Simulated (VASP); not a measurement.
Runs of VASP 6.6.1 on CdAg. The structure is that of space group P4/mmm (No. 123), or close to it. The cells are those of the table. 

| cell | gap on the mesh (eV) | pressure (GPa) |
| --- | --- | --- |
| a = 3.134, b = 3.134, c = 3.760 Å, 2 atoms | none | -5.2 |
| a = 2.967, b = 2.967, c = 4.195 Å, 2 atoms | none | -5.2 |
| a = 3.738, b = 3.738, c = 2.643 Å, 2 atoms | none | (a) |
| a = 3.618, b = 3.618, c = 2.822 Å, 2 atoms | none | -3.1 |
| a = 3.515, b = 3.515, c = 2.988 Å, 2 atoms | none | -4.6 |

Alike in all rows: task single point; level LDA; potentials or basis VASP PAW LDA potentials, release 64 (Cd, Ag); no spin polarisation; k mesh 16 × 16 × 16; cutoff (eV) 520; smearing gaussian 0.15 eV.

Question: Fill in the values left out.

Answer: (a) 1.4.

A k mesh can miss the band edges, and the runs leave out spin-orbit coupling on Ag, Cd.

A gap of «none» marks levels without a gap at the run's occupations.
